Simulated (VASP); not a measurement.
# W (Fm-3m) in VASP: a series of runs

Aim: see how the results for W move with the level of theory and the settings. Levels: PBE0, MS2, HSE06. Tasks: single point, relaxation of cell and atoms.

Everything below comes from runs of VASP 6.6.1. Logs are shortened: lines on timing, memory, paths and dates and some standing lists are left out, and cuts for length are marked.

**1. The cell of the first run**

It takes space group Fm-3m (No. 225, cubic). The conventional cell has a = 4.033 Å, b = 4.033 Å, c = 4.033 Å, α = 90.00°, β = 90.00°, γ = 90.00°. W (site symmetry m-3m) has 12 W at 2.85 Å within 3.8 Å.

This isn't the form of W at room conditions, which is bcc.

**2. Single point, PBE0**

File POSCAR:

```
W
1.0
    0.0000000000      2.0163754284      2.0163754284
    2.0163754284      0.0000000000      2.0163754284
    2.0163754284      2.0163754284      0.0000000000
W
1
Direct
    0.0000000000      0.0000000000      0.0000000000
```

File INCAR.step1:

```
SYSTEM = W
  PREC = Accurate
  ENCUT = 520
  EDIFF = 1E-5
  ISMEAR = -1
  SIGMA = 0.05
  LREAL = .FALSE.
  LASPH = .TRUE.
  NELM = 100
  ALGO = Normal
  ISIF = 2
  LWAVE = .TRUE.
  NBANDS = 13
  GGA = PE
```

File INCAR.step2:

```
SYSTEM = W
  PREC = Accurate
  ENCUT = 520
  EDIFF = 1E-7
  ISMEAR = -1
  SIGMA = 0.05
  LREAL = .FALSE.
  LASPH = .TRUE.
  NELM = 100
  ALGO = Normal
  ISIF = 2
  LWAVE = .FALSE.
  LCHARG = .TRUE.
  GGA = PE
  LHFCALC = .TRUE.
  AEXX = 0.25
  PRECFOCK = Normal
  LELF = .TRUE.
  LVHAR = .TRUE.
  NBANDS = 13
  ISTART = 1
```

File KPOINTS:

```
Automatic mesh
0
G
  6 6 6
  0 0 0
```

Potentials or basis: VASP PAW PBE potentials, release 64 (W_sv).

Run with:

```bash
$ cat potpaw_PBE.64/W_sv/POTCAR > POTCAR
$ cp INCAR.step1 INCAR
$ mpirun -np 1 vasp_std > vasp.out
$ cp INCAR.step2 INCAR
$ mpirun -np 1 vasp_std > vasp.out
```

OUTCAR:

```text
SYSTEM = W
   PREC = Accurate
   ENCUT = 520
   EDIFF = 1E-7
   ISMEAR = -1
   LREAL = .FALSE.
   LASPH = .TRUE.
   NELM = 100
   ISIF = 2
   GGA = PE
   LHFCALC = .TRUE.
   AEXX = 0.25
   PRECFOCK = Normal
   ISTART = 1

 ion  position               nearest neighbor table
   1  0.000  0.000  0.000-

  LATTYP: Found a face centered cubic cell.
 ALAT       =     4.0327508568

  Lattice vectors:

 A1 = (   0.0000000000,   2.0163754284,   2.0163754284)
 A2 = (   2.0163754284,   0.0000000000,   2.0163754284)
 A3 = (   2.0163754284,   2.0163754284,   0.0000000000)

Analysis of symmetry for initial positions (statically):
=====================================================================
 Subroutine PRICEL returns:
 Original cell was already a primitive cell.

 Routine SETGRP: Setting up the symmetry group for a
 face centered cubic supercell.

 Subroutine GETGRP returns: Found 48 space group operations
 (whereof 48 operations were pure point group operations)
 out of a pool of 48 trial point group operations.

The static configuration has the point symmetry O_h .

Analysis of symmetry for dynamics (positions and initial velocities):
=====================================================================
 Subroutine PRICEL returns:
 Original cell was already a primitive cell.

 Routine SETGRP: Setting up the symmetry group for a
 face centered cubic supercell.

 Subroutine GETGRP returns: Found 48 space group operations
 (whereof 48 operations were pure point group operations)
 out of a pool of 48 trial point group operations.

The dynamic configuration has the point symmetry O_h .

 Subroutine INISYM returns: Found 48 space group operations
 (whereof 48 operations are pure point group operations),
 and found     1 'primitive' translations

----------------------------------------------------------------------------------------

                                     Primitive cell

  volume of cell :      16.3962

  direct lattice vectors                    reciprocal lattice vectors
     0.000000000  2.016375428  2.016375428    -0.247969695  0.247969695  0.247969695
     2.016375428  0.000000000  2.016375428     0.247969695 -0.247969695  0.247969695
     2.016375428  2.016375428  0.000000000     0.247969695  0.247969695 -0.247969695

  length of vectors
     2.851585478  2.851585478  2.851585478     0.429496110  0.429496110  0.429496110

  position of ions in fractional coordinates (direct lattice)
     0.000000000  0.000000000  0.000000000

  ion indices of the primitive-cell ions
   primitive index   ion index
                 1           1

----------------------------------------------------------------------------------------

 KPOINTS: Automatic mesh

Automatic generation of k-mesh.
 Grid dimensions read from file:
 generate k-points for:    6    6    6

 Generating k-lattice:

  Cartesian coordinates                     Fractional coordinates (reciprocal lattice)
    -0.041328283  0.041328283  0.041328283     0.166666667  0.000000000  0.000000000
     0.041328283 -0.041328283  0.041328283     0.000000000  0.166666667  0.000000000
     0.041328283  0.041328283 -0.041328283     0.000000000  0.000000000  0.166666667

  Length of vectors
     0.071582685  0.071582685  0.071582685

  Shift w.r.t. Gamma in fractional coordinates (k-lattice)
     0.000000000  0.000000000  0.000000000

 Subroutine IBZKPT returns following result:
 ===========================================

 Found     16 irreducible k-points:

 Following reciprocal coordinates:
            Coordinates               Weight
  0.000000  0.000000  0.000000      1.000000
  0.166667  0.000000  0.000000      8.000000
  0.333333  0.000000  0.000000      8.000000
  0.500000  0.000000  0.000000      4.000000
  0.166667  0.166667  0.000000      6.000000
  0.333333  0.166667  0.000000     24.000000
[... 8 lines left out ...]
 -0.333333  0.333333  0.166667     24.000000
 -0.333333  0.500000  0.166667     12.000000
   k-points           NKPTS =     16   k-points in BZ     NKDIM =    216   number of bands    NBANDS=     13
   number of dos      NEDOS =    301   number of ions     NIONS =      1
   total plane-waves  NPLWV =  13824
   dimension x,y,z NGX =    24 NGY =   24 NGZ =   24
   dimension x,y,z NGXF=    48 NGYF=   48 NGZF=   48
   ions per type =               1
   NGX,Y,Z   is equivalent  to a cutoff of  13.99, 13.99, 13.99 a.u.
   NGXF,Y,Z  is equivalent  to a cutoff of  27.98, 27.98, 27.98 a.u.
 SYSTEM =  W
   PREC   = accura    normal or accurate (medium, high low for compatibility)
   ISTART =      1    job   : 0-new  1-cont  2-samecut
   ICHARG =      0    charge: 1-file 2-atom 10-const
   ISPIN  =      1    spin polarized calculation?
   LNONCOLLINEAR =      F non collinear calculations
   LSORBIT =      F    spin-orbit coupling
   LASPH  =      T    aspherical Exc in radial PAW
   ENCUT  =  520.0 eV  38.22 Ry    6.18 a.u.   5.30  5.30  5.30*2*pi/ulx,y,z
   NELM   =    100;   NELMIN=  2; NELMDL=  0     # of ELM steps
   EDIFF  = 0.1E-06   stopping-criterion for ELM
   LREAL  =      F    real-space projection
   EDIFFG = 0.1E-05   stopping-criterion for IOM
   NSW    =      0    number of steps for IOM
   IBRION =     -1    ionic relax: 0-MD 1-quasi-New 2-CG
   NFREE  =      0    steps in history (QN), initial steepest desc. (CG)
   ISIF   =      2    stress and relaxation
   ISYM   =      3    0-nonsym 1-usesym 2-fastsym
   POTIM  = 0.5000    time-step for ionic-motion
   TEBEG  =    0.0;   TEEND  =   0.0 temperature during run
   PSTRESS=    0.0 pullay stress
   NELECT =      14.0000    total number of electrons
   NUPDOWN=      -1.0000    fix difference up-down
   EMIN   =  10.00;   EMAX   =-10.00  energy-range for DOS
   EFERMI =   0.00;   METHOD = LEGACY
   ISMEAR =    -1;   SIGMA  =   0.05  broadening in eV -4-tet -1-fermi 0-gaus
   EFERMI_NEDOS =   21; number of points for ismear=-14 and -15
   IALGO  =     38    algorithm
   IMIX   =      1    mixing-type and parameters
     AMIX     =   0.40;   BMIX     =  1.00
     AMIX_MAG =   1.60;   BMIX_MAG =  1.00
  volume/ion in A,a.u.               =      16.40       110.65
  Fermi-wavevector in a.u.,A,eV,Ry     =   1.553112  2.934956 32.819388  2.412157
  Thomas-Fermi vector in A             =   2.657390
   LORBIT       =      0    0 simple, 1 ext, 2 COOP (PROOUT), +10 PAW based schemes
   GGA     = PE    functional components
   LHFCALC =     T    Hartree Fock is set to
   PRECFOCK=normal    Normal, Fast or Accurate (Low or Medium for compatibility)
   ENCUT4O =  -1.0   cutoff for four orbital integrals eV
   NKREDX  =     1    reduce k-point grid by
   NKREDY  =     1    reduce k-point grid by
   NKREDZ  =     1    reduce k-point grid by
   AEXX    =    0.2500 exact exchange contribution
   HFSCREEN=    0.0000 screening length (either q_TF or 0.3 A-1)
   HFSCREENC=   0.0000 screening length for correlation (either q_TF or 0.3 A-1)
   ENCUTFOCK=  -1.0 apply spherical cutoff to Coloumb kernel
   IVDW    =     0    specifies the selected vdW correction
   LEPSILON=     F    determine dielectric tensor
   LRPA    =     F    only Hartree local field effects (RPA)
 non-spin polarized calculation
  energy-cutoff  :      520.00
  volume of cell :       16.40
 maximum number of plane-waves:       459
 NGX is ok and might be reduce to    24
  NGX = 16; NGY = 16; NGZ = 16

 number of electron      14.0000002 magnetization

 Free energy of the ion-electron system (eV)
  ---------------------------------------------------
  ext. energy  EPLUGINS =         0.00000000
  ---------------------------------------------------
  free energy    TOTEN  =       -15.51136192 eV

  energy without entropy =      -15.50811121  energy(sigma->0) =      -15.50973657

 E-fermi :  10.1946     XC(G=0): -10.5428

 val. band max:       10.0739355150   @ k =   0.5000   0.3333   0.0000
 cond. band min:      10.7571955238   @ k =   0.3333   0.3333   0.0000
 fundamental gap:      0.6832600088
 Fermi energy:        10.1945580566

 k-point     1 :       0.0000    0.0000    0.0000
  band No.  band energies     occupation
      1     -67.9350      2.00000
      2     -29.9912      2.00000
      3     -29.9912      2.00000
      4     -29.9912      2.00000
      5      -0.3423      2.00000
      6       9.2994      2.00000
      7       9.2994      2.00000
      8       9.2994      2.00000
      9      14.0098      0.00000
     10      14.0098      0.00000
     11      24.2724      0.00000
     12      29.8725      0.00000
     13      29.8725      0.00000

 k-point     2 :       0.1667    0.0000    0.0000
  band No.  band energies     occupation
      1     -67.9033      2.00000
      2     -30.3468      2.00000
      3     -30.0355      2.00000
      4     -30.0355      2.00000
      5       0.9224      2.00000
      6       8.4188      2.00000
      7       9.8734      1.99676
      8       9.8734      1.99676
      9      13.6381      0.00000
     10      13.6381      0.00000
     11      25.9610      0.00000
     12      27.3439      0.00000
     13      32.1396      0.00000

 k-point     3 :       0.3333    0.0000    0.0000
  band No.  band energies     occupation
      1     -67.8394      2.00000
      2     -31.0150      2.00000
      3     -30.1205      2.00000
      4     -30.1205      2.00000
      5       3.0462      2.00000
      6       8.4050      2.00000
      7       9.6895      1.99992
      8       9.6895      1.99992
      9      14.9487      0.00000
     10      14.9487      0.00000
     11      23.3346      0.00000
     12      27.4132      0.00000
     13      33.9832      0.00000
[... 177 lines left out ...]
 k-point    15 :      -0.3333    0.3333    0.1667
  band No.  band energies     occupation
      1     -67.7755      2.00000
      2     -31.0242      2.00000
      3     -30.6886      2.00000
      4     -30.3558      2.00000
      5       6.1654      2.00000
      6       6.2890      2.00000
      7       7.9757      2.00000
      8      12.5448      0.00000
      9      15.8937      0.00000
     10      20.6569      0.00000
     11      20.7409      0.00000
     12      26.8922      0.00000
     13      28.0108      0.00000

 k-point    16 :      -0.3333    0.5000    0.1667
  band No.  band energies     occupation
      1     -67.7652      2.00000
      2     -31.0498      2.00000
      3     -30.6569      2.00000
      4     -30.4785      2.00000
      5       4.9969      2.00000
      6       5.8447      2.00000
      7       9.3617      2.00000
      8      13.6176      0.00000
      9      17.2134      0.00000
     10      20.7123      0.00000
     11      22.0920      0.00000
     12      23.1561      0.00000
     13      27.0984      0.00000

------------------------ aborting loop because EDIFF is reached ----------------------------------------

  FORCE on cell =-STRESS in cart. coord.  units (eV):
  Direction    XX          YY          ZZ          XY          YZ          ZX
  --------------------------------------------------------------------------------------
  -------------------------------------------------------------------------------------
  Total       -0.3712176     -0.3712176     -0.3712176     -0.0000000     -0.0000000      0.0000000
  in kB      -36.2739596    -36.2739596    -36.2739596     -0.0000000     -0.0000000      0.0000000
  external PRESSURE =     -36.2739596 kB  Pullay stress =       0.0000000 kB

 VOLUME and BASIS-vectors are now :
 -----------------------------------------------------------------------------
  energy-cutoff  :      520.00
  volume of cell :       16.40
      direct lattice vectors                 reciprocal lattice vectors
     0.000000000  2.016375428  2.016375428    -0.247969695  0.247969695  0.247969695
     2.016375428  0.000000000  2.016375428     0.247969695 -0.247969695  0.247969695
     2.016375428  2.016375428  0.000000000     0.247969695  0.247969695 -0.247969695

 POSITION                                       TOTAL-FORCE (eV/Angst)
 -----------------------------------------------------------------------------------
      0.00000      0.00000      0.00000         0.000000     -0.000000     -0.000000
 -----------------------------------------------------------------------------------
    total drift:                               -0.000000     -0.000000      0.000000

  FREE ENERGIE OF THE ION-ELECTRON SYSTEM (eV)
  ---------------------------------------------------
  free  energy   TOTEN  =       -15.5113619219 eV

  energy  without entropy=      -15.5081112102  energy(sigma->0) =      -15.50973657
```

Run time: 14 min. Hardware: 1 thread of Intel Xeon Platinum 8259CL at 2.50GHz (Skylake/Cascade Lake), shared host; peak memory 0.15 GiB.

What came out:

* Free energy: -15.5114 eV
* Pressure: -3.6 GPa
* Band gap on the k mesh: zero (bands 7 and 8 overlap by 4.29 eV)

Caveat: the k points lie up to 0.45 Å⁻¹ apart, too coarse for converged energies and pressures of a metal; the PAW data sets were made with another functional, which shifts forces and pressure a little; spin-orbit coupling is left out, which moves the levels of the heavy elements.

**3. Relaxation of cell and atoms, MS2**

This run uses another cell than the first one, of 16.73 Å³/atom.

File POSCAR:

```
W
1.0
    0.0000000000      2.0300000000      2.0300000000
    2.0300000000      0.0000000000      2.0300000000
    2.0300000000      2.0300000000      0.0000000000
W
1
Direct
    0.0000000000      0.0000000000      0.0000000000
```

File INCAR.step1:

```
SYSTEM = W
METAGGA = MS2
ISMEAR = 1
SIGMA = 0.1
LWAVE = .False.
LCHARG = .False.
NSW = 60
PREC = Accurate
LASPH = .True.
LREAL = .False.
ALGO = Normal
EDIFF = 1E-7
NELM = 120
GGA_COMPAT = .False.
IBRION = 2
ISIF = 3
EDIFFG = -0.005
NELMIN = 4
ENCUT = 550
LMIXTAU = .True.
```

File INCAR.step3:

```
SYSTEM = W
METAGGA = MS2
ISMEAR = 1
SIGMA = 0.1
LWAVE = .False.
LCHARG = .False.
PREC = Accurate
LASPH = .True.
LREAL = .False.
ALGO = Normal
EDIFF = 1E-7
NELM = 120
GGA_COMPAT = .False.
ISIF = 2
ENCUT = 550
LMIXTAU = .True.
```

File KPOINTS:

```
k-points
0
Gamma
  14 14 14
```

Potentials or basis: VASP PAW PBE potentials, release 64 (W_sv_GW).

Run with:

```bash
$ cat potpaw_PBE.64/W_sv_GW/POTCAR > POTCAR
$ cp INCAR.step1 INCAR
$ cp POSCAR.step1 POSCAR
$ mpirun -np 1 vasp_std > vasp.out
$ cp CONTCAR POSCAR
$ mpirun -np 1 vasp_std > vasp.out
$ cp CONTCAR POSCAR
$ cp INCAR.step3 INCAR
$ mpirun -np 1 vasp_std > vasp.out
```

OUTCAR:

```text
SYSTEM = W
   METAGGA = MS2
   ISMEAR = 1
   PREC = Accurate
   LASPH = .True.
   LREAL = .False.
   EDIFF = 1E-7
   NELM = 120
   ISIF = 2
   ENCUT = 550

 Found    104 irreducible k-points:

 Following reciprocal coordinates:
            Coordinates               Weight
  0.000000  0.000000  0.000000      1.000000
  0.071429  0.000000  0.000000      8.000000
  0.142857  0.000000  0.000000      8.000000
  0.214286  0.000000  0.000000      8.000000
  0.285714  0.000000  0.000000      8.000000
[... 164 lines left out ...]

 [... further k-points ...]

------------------------ aborting loop because EDIFF is reached ----------------------------------------

  FORCE on cell =-STRESS in cart. coord.  units (eV):
  Direction    XX          YY          ZZ          XY          YZ          ZX
  --------------------------------------------------------------------------------------
  -------------------------------------------------------------------------------------
  Total       -0.0002110     -0.0002110     -0.0002110      0.0000000      0.0000000     -0.0000000
  in kB       -0.0213760     -0.0213760     -0.0213760      0.0000000      0.0000000     -0.0000000
  external PRESSURE =      -0.0213760 kB  Pullay stress =       0.0000000 kB

 VOLUME and BASIS-vectors are now :
 -----------------------------------------------------------------------------
  energy-cutoff  :      550.00
  volume of cell :       15.82
      direct lattice vectors                 reciprocal lattice vectors
     0.000000000  1.992282144  1.992282144    -0.250968469  0.250968469  0.250968469
     1.992282144  0.000000000  1.992282144     0.250968469 -0.250968469  0.250968469
     1.992282144  1.992282144  0.000000000     0.250968469  0.250968469 -0.250968469

 POSITION                                       TOTAL-FORCE (eV/Angst)
 -----------------------------------------------------------------------------------
      0.00000      0.00000      0.00000        -0.000000      0.000000      0.000000
 -----------------------------------------------------------------------------------
    total drift:                                0.000000      0.000000     -0.000000

  FREE ENERGIE OF THE ION-ELECTRON SYSTEM (eV)
  ---------------------------------------------------
  free  energy   TOTEN  =         2.3110048429 eV

  energy  without entropy=        2.3109888323  energy(sigma->0) =        2.31099951
```

OUTCAR.step1:

```text
SYSTEM = W
   METAGGA = MS2
   ISMEAR = 1
   NSW = 60
   PREC = Accurate
   LASPH = .True.
   LREAL = .False.
   EDIFF = 1E-7
[... 409 lines left out ...]
  -------------------------------------------------------------------------------------
  Total        0.0005826      0.0005826      0.0005826      0.0000000     -0.0000000      0.0000000
  in kB        0.0589649      0.0589649      0.0589649      0.0000000     -0.0000000      0.0000000
  external PRESSURE =       0.0589649 kB  Pullay stress =       0.0000000 kB
[... 16 lines left out ...]
  FREE ENERGIE OF THE ION-ELECTRON SYSTEM (eV)
  ---------------------------------------------------
  free  energy   TOTEN  =         2.3040475894 eV

  energy  without entropy=        2.3040317162  energy(sigma->0) =        2.30404230

 reached required accuracy - stopping structural energy minimisation
```

OUTCAR.step2:

```text
SYSTEM = W
   METAGGA = MS2
   ISMEAR = 1
   NSW = 60
   PREC = Accurate
   LASPH = .True.
   LREAL = .False.
   EDIFF = 1E-7
[... 269 lines left out ...]
  -------------------------------------------------------------------------------------
  Total        0.0004304      0.0004304      0.0004304      0.0000000     -0.0000000      0.0000000
  in kB        0.0436015      0.0436015      0.0436015      0.0000000     -0.0000000      0.0000000
  external PRESSURE =       0.0436015 kB  Pullay stress =       0.0000000 kB
[... 16 lines left out ...]
  FREE ENERGIE OF THE ION-ELECTRON SYSTEM (eV)
  ---------------------------------------------------
  free  energy   TOTEN  =         2.3108160256 eV

  energy  without entropy=        2.3108000358  energy(sigma->0) =        2.31081070

 reached required accuracy - stopping structural energy minimisation
```

Wall time 6.2 min (1 thread of Intel Xeon 6975P-C (Granite Rapids), shared host); peak memory 0.16 GiB.

What came out:

```
Free energy                           : 2.3110 eV
Relaxed volume                        : 15.82 Å³/atom
Relaxed cell                          : a = 2.818 Å, b = 2.818 Å, c = 2.818 Å, α = 60.00°, β = 60.00°, γ = 60.00°
Space group after relaxing (to 0.1 Å) : Fm-3m (No. 225)
Energy gained by relaxing             : 39.6 meV/atom
Ionic steps                           : 10
Pressure after relaxing               : 0.0 GPa
Band gap on the k mesh                : zero (bands 7 and 8 overlap by 3.92 eV)
```

The path:
| step | energy change (eV) | largest force (eV/Å) | pressure (GPa) | volume (Å³) |
| --- | --- | --- | --- | --- |
| 1 | 0.0000 | 0.0000 | -15.73 | 16.73 |
| 2 | 0.6026 | 0.0000 | 87.06 | 13.06 |
| 3 | -0.0459 | 0.0000 | -1.58 | 15.91 |
| 4 | -0.0463 | 0.0000 | -0.28 | 15.84 |
| 5 | -0.0463 | 0.0000 | 0.07 | 15.83 |
| 6 | -0.0463 | 0.0000 | -0.19 | 15.84 |
| 7 | -0.0463 | 0.0000 | 0.01 | 15.83 |
| 8 | -0.0395 | 0.0000 | -0.28 | 15.83 |
| 9 | -0.0394 | 0.0000 | 0.99 | 15.77 |
| 10 | -0.0396 | 0.0000 | 0.00 | 15.82 |

Final structure:
```cif
data_structure
_symmetry_space_group_name_H-M 'P 1'
_symmetry_Int_Tables_number 1
_cell_length_a 2.8175
_cell_length_b 2.8175
_cell_length_c 2.8175
_cell_angle_alpha 60.000
_cell_angle_beta 60.000
_cell_angle_gamma 60.000
_cell_volume 15.82
loop_
_atom_site_label
_atom_site_type_symbol
_atom_site_fract_x
_atom_site_fract_y
_atom_site_fract_z
_atom_site_occupancy
W1 W 0.00000 0.00000 0.00000 1
```

Caveat: the PAW data sets were made with another functional, which shifts forces and pressure a little; spin-orbit coupling is left out, which moves the levels of the heavy elements.

(Continued in part 2 of 2.)
